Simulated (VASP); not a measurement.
# AlN (F-43m) in VASP: further runs, part 2 of 2

VASP 6.6.1. The steps go on from the part before.

## (4) Relaxation of cell and atoms, PBE, target pressure 8 GPa, at which the enthalpy is minimised

INCAR reads:

```
SYSTEM = AlN
  PREC = Accurate
  ENCUT = 600
  EDIFF = 1E-7
  ISMEAR = 1
  SIGMA = 0.1
  LREAL = .FALSE.
  LASPH = .TRUE.
  NELM = 120
  ALGO = Normal
  ISIF = 3
  LWAVE = .FALSE.
  LCHARG = .FALSE.
  GGA = PE
  IBRION = 2
  NSW = 80
  EDIFFG = -0.02
  PSTRESS = 80.0
  GGA_COMPAT = .FALSE.
  NELMIN = 4
```

KPOINTS reads:

```
Automatic mesh
0
G
  8 8 8
  0 0 0
```

POSCAR reads:

```
AlN
1.0
    0.0000000000      2.1839935600      2.1839935600
    2.1839935600      0.0000000000      2.1839935600
    2.1839935600      2.1839935600      0.0000000000
Al N
1 1
Direct
    0.0000000000      0.0000000000      0.0000000000
    0.7500000000      0.7500000000      0.7500000000
```

Potentials or basis: VASP PAW PBE potentials, release 64 (Al, N).

Command:

```sh
cat potpaw_PBE.64/Al/POTCAR potpaw_PBE.64/N/POTCAR > POTCAR
mpirun -np 1 vasp_std > vasp.out
```

OUTCAR:

```text
SYSTEM = AlN
   PREC = Accurate
   ENCUT = 600
   EDIFF = 1E-7
   ISMEAR = 1
   LREAL = .FALSE.
   LASPH = .TRUE.
   NELM = 120
   ISIF = 3
   GGA = PE
   IBRION = 2
   NSW = 80
   EDIFFG = -0.02
   PSTRESS = 80.0
   NELMIN = 4

 ion  position               nearest neighbor table
   1  0.000  0.000  0.000-   2 1.89   2 1.89   2 1.89   2 1.89
   2  0.750  0.750  0.750-   1 1.89   1 1.89   1 1.89   1 1.89

  LATTYP: Found a face centered cubic cell.
 ALAT       =     4.3679871200

  Lattice vectors:

 A1 = (   0.0000000000,   2.1839935600,   2.1839935600)
 A2 = (   2.1839935600,   0.0000000000,   2.1839935600)
 A3 = (   2.1839935600,   2.1839935600,   0.0000000000)

Analysis of symmetry for initial positions (statically):
=====================================================================
 Subroutine PRICEL returns:
 Original cell was already a primitive cell.

 Routine SETGRP: Setting up the symmetry group for a
 face centered cubic supercell.

 Subroutine GETGRP returns: Found 24 space group operations
 (whereof 24 operations were pure point group operations)
 out of a pool of 48 trial point group operations.

The static configuration has the point symmetry T_d .

Analysis of symmetry for dynamics (positions and initial velocities):
=====================================================================
 Subroutine PRICEL returns:
 Original cell was already a primitive cell.

 Routine SETGRP: Setting up the symmetry group for a
 face centered cubic supercell.

 Subroutine GETGRP returns: Found 24 space group operations
 (whereof 24 operations were pure point group operations)
 out of a pool of 48 trial point group operations.

The dynamic configuration has the point symmetry T_d .

 Subroutine INISYM returns: Found 24 space group operations
 (whereof 24 operations are pure point group operations),
 and found     1 'primitive' translations

----------------------------------------------------------------------------------------

                                     Primitive cell

  volume of cell :      20.8345

  direct lattice vectors                    reciprocal lattice vectors
     0.000000000  2.183993560  2.183993560    -0.228938404  0.228938404  0.228938404
     2.183993560  0.000000000  2.183993560     0.228938404 -0.228938404  0.228938404
     2.183993560  2.183993560  0.000000000     0.228938404  0.228938404 -0.228938404

  length of vectors
     3.088633313  3.088633313  3.088633313     0.396532948  0.396532948  0.396532948

  position of ions in fractional coordinates (direct lattice)
     0.000000000  0.000000000  0.000000000
     0.750000000  0.750000000  0.750000000

  ion indices of the primitive-cell ions
   primitive index   ion index
                 1           1
                 2           2

----------------------------------------------------------------------------------------

 KPOINTS: Automatic mesh

Automatic generation of k-mesh.
 Grid dimensions read from file:
 generate k-points for:    8    8    8

 Generating k-lattice:

  Cartesian coordinates                     Fractional coordinates (reciprocal lattice)
    -0.028617301  0.028617301  0.028617301     0.125000000  0.000000000  0.000000000
[... 44 lines left out ...]
   dimension x,y,z NGX =    28 NGY =   28 NGZ =   28
   dimension x,y,z NGXF=    56 NGYF=   56 NGZF=   56
   ions per type =               1   1
   NGX,Y,Z   is equivalent  to a cutoff of  15.07, 15.07, 15.07 a.u.
   NGXF,Y,Z  is equivalent  to a cutoff of  30.14, 30.14, 30.14 a.u.
 SYSTEM =  AlN
   PREC   = accura    normal or accurate (medium, high low for compatibility)
   ISTART =      0    job   : 0-new  1-cont  2-samecut
   ICHARG =      2    charge: 1-file 2-atom 10-const
   ISPIN  =      1    spin polarized calculation?
   LNONCOLLINEAR =      F non collinear calculations
   LSORBIT =      F    spin-orbit coupling
   LASPH  =      T    aspherical Exc in radial PAW
   ENCUT  =  600.0 eV  44.10 Ry    6.64 a.u.   6.17  6.17  6.17*2*pi/ulx,y,z
   NELM   =    120;   NELMIN=  4; NELMDL= -5     # of ELM steps
   EDIFF  = 0.1E-06   stopping-criterion for ELM
   LREAL  =      F    real-space projection
   EDIFFG = -.2E-01   stopping-criterion for IOM
   NSW    =     80    number of steps for IOM
   IBRION =      2    ionic relax: 0-MD 1-quasi-New 2-CG
   NFREE  =      1    steps in history (QN), initial steepest desc. (CG)
   ISIF   =      3    stress and relaxation
   ISYM   =      2    0-nonsym 1-usesym 2-fastsym
   POTIM  = 0.5000    time-step for ionic-motion
   TEBEG  =    0.0;   TEEND  =   0.0 temperature during run
   PSTRESS=   80.0 pullay stress
   NELECT =       8.0000    total number of electrons
   NUPDOWN=      -1.0000    fix difference up-down
   EMIN   =  10.00;   EMAX   =-10.00  energy-range for DOS
   EFERMI =   0.00;   METHOD = LEGACY
   ISMEAR =     1;   SIGMA  =   0.10  broadening in eV -4-tet -1-fermi 0-gaus
   EFERMI_NEDOS =   21; number of points for ismear=-14 and -15
   IALGO  =     38    algorithm
   IMIX   =      4    mixing-type and parameters
     AMIX     =   0.40;   BMIX     =  1.00
     AMIX_MAG =   1.60;   BMIX_MAG =  1.00
  volume/ion in A,a.u.               =      10.42        70.30
  Fermi-wavevector in a.u.,A,eV,Ry     =   1.189899  2.248583 19.263943  1.415860
  Thomas-Fermi vector in A             =   2.325996
   LORBIT       =      0    0 simple, 1 ext, 2 COOP (PROOUT), +10 PAW based schemes
   GGA     = PE    functional components
   LHFCALC =     F    Hartree Fock is set to
   AEXX    =    0.0000 exact exchange contribution
   IVDW    =     0    specifies the selected vdW correction
   LEPSILON=     F    determine dielectric tensor
   LRPA    =     F    only Hartree local field effects (RPA)
 conjugate gradient relaxation of ions
 non-spin polarized calculation
 Methfessel and Paxton  Order N= 1 SIGMA  =   0.10
  energy-cutoff  :      600.00
  volume of cell :       20.83
 maximum number of plane-waves:       725
 NGX is ok and might be reduce to    28
   NGX = 13   NGY = 13   NGZ = 13

--------------------------------------- Ionic step        1  -------------------------------------------

 number of electron       7.9999999 magnetization

 Free energy of the ion-electron system (eV)
  ---------------------------------------------------
  ext. energy  EPLUGINS =         0.00000000
  ---------------------------------------------------
  free energy    TOTEN  =       -14.84157846 eV

  energy without entropy =      -14.84202357  energy(sigma->0) =      -14.84172683

------------------------ aborting loop because EDIFF is reached ----------------------------------------

  FORCE on cell =-STRESS in cart. coord.  units (eV):
  Direction    XX          YY          ZZ          XY          YZ          ZX
  --------------------------------------------------------------------------------------
  -------------------------------------------------------------------------------------
  Total        0.5820717      0.5820717      0.5820717     -0.0000000      0.0000000     -0.0000000
  in kB       44.7613294     44.7613294     44.7613294     -0.0000000      0.0000000     -0.0000000
  external PRESSURE =     -35.2386706 kB  Pullay stress =      80.0000000 kB
[... 63 lines left out ...]
--------------------------------------- Ionic step        3  -------------------------------------------

 number of electron       8.0000000 magnetization

 Free energy of the ion-electron system (eV)
  ---------------------------------------------------
  ext. energy  EPLUGINS =         0.00000000
  ---------------------------------------------------
  free energy    TOTEN  =       -14.82864292 eV

  energy without entropy =      -14.82908541  energy(sigma->0) =      -14.82879042

 E-fermi :   6.1638     XC(G=0): -11.0045

 val. band max:        6.1230511317   @ k =   0.0000   0.0000   0.0000
 cond. band min:       9.4495486315   @ k =   0.5000   0.5000   0.0000
 fundamental gap:      3.3264974998
 Fermi energy:         6.1637997879

 k-point     1 :       0.0000    0.0000    0.0000
  band No.  band energies     occupation
      1      -8.9525      2.00000
      2       6.1231      1.63030
      3       6.1231      1.63030
      4       6.1231      1.63030
      5      10.4634      0.00000
      6      18.8446      0.00000
      7      18.8446      0.00000
      8      18.8446      0.00000
[... 243 lines left out ...]
 k-point    24 :      -0.3750    0.2500    0.1250
  band No.  band energies     occupation
      1      -6.5287      2.00000
      2       0.9249      2.00000
      3       3.8813      2.00000
      4       4.9967      2.00000
      5      13.2780      0.00000
      6      15.5229      0.00000
      7      18.4548      0.00000
      8      18.9564      0.00000

 [... further k-points ...]

------------------------ aborting loop because EDIFF is reached ----------------------------------------

  FORCE on cell =-STRESS in cart. coord.  units (eV):
  Direction    XX          YY          ZZ          XY          YZ          ZX
  --------------------------------------------------------------------------------------
  -------------------------------------------------------------------------------------
  Total        1.0230853      1.0230853      1.0230853      0.0000000      0.0000000      0.0000000
  in kB       79.9564429     79.9564429     79.9564429      0.0000000      0.0000000      0.0000000
  external PRESSURE =      -0.0435571 kB  Pullay stress =      80.0000000 kB
[... 21 lines left out ...]
  energy  without entropy=      -14.8290854088  energy(sigma->0) =      -14.82879042

  enthalpy is  TOTEN    =       -13.8050002818 eV   P V=        1.0236426366

 reached required accuracy - stopping structural energy minimisation
```

CONTCAR:

```text
AlN
   1.00000000000000
     0.0000000000000000    2.1722659204294623    2.1722659204294623
     2.1722659204294623    0.0000000000000000    2.1722659204294623
     2.1722659204294623    2.1722659204294623   -0.0000000000000000
  Al              N
     1     1
Direct
     0.0000000000000000    0.0000000000000000    0.0000000000000000
     0.7500000000000000    0.7500000000000000    0.7500000000000000

  0.00000000E+00  0.00000000E+00  0.00000000E+00
  0.00000000E+00  0.00000000E+00  0.00000000E+00
```

Run time: 40 s. Hardware: 1 thread of Intel Xeon 8259CL, shared host; peak memory 0.15 GiB.

Results:

```
Free energy                                            : -14.8286 eV
Relaxed volume                                         : 10.25 Å³/atom
Relaxed cell                                           : a = 3.072 Å, b = 3.072 Å, c = 3.072 Å, α = 60.00°, β = 60.00°, γ = 60.00°
Space group after relaxing (to 0.05 Å)                 : F-43m (No. 216)
Energy change on relaxing (the enthalpy is what falls) : +6.5 meV/atom
Ionic steps                                            : 3
Pressure after relaxing                                : 8.0 GPa
Band gap on the k mesh                                 : 3.33 eV, indirect (least direct gap 4.34 eV)
```

The path:
| step | energy change (eV) | largest force (eV/Å) | pressure (GPa) | volume (Å³) |
| --- | --- | --- | --- | --- |
| 1 | 0.0000 | 0.0000 | 4.48 | 20.83 |
| 2 | 0.0347 | 0.0000 | 11.99 | 20.15 |
| 3 | 0.0129 | 0.0000 | 8.00 | 20.50 |

Final structure:
```
Al N
1.0
     0.00000    2.17227    2.17227
     2.17227    0.00000    2.17227
     2.17227    2.17227    0.00000
Al N
1 1
Direct
  0.00000 0.00000 0.00000
  0.75000 0.75000 0.75000
```

Caveat: the cell is relaxed towards a set pressure, so the enthalpy falls and the energy may rise. A k mesh can miss the band edges.

## (5) Overview

```csv
cell,gap on the mesh (eV),pressure (GPa)
relaxed to 4 GPa,3.32,4.0
relaxed to 6 GPa,3.32,6.0
relaxed to 8 GPa,3.33,8.0
```

Alike in all rows: task relaxation of cell and atoms; level PBE; potentials or basis VASP PAW PBE potentials, release 64 (Al, N); no spin polarisation; k mesh 8 × 8 × 8; cutoff (eV) 600; smearing methfessel-paxton 0.1 eV.

Caveats: the cell is relaxed towards a set pressure, so the enthalpy falls and the energy may rise.

Total energies depend on the potentials used, so only differences within one code and one set of settings carry meaning.
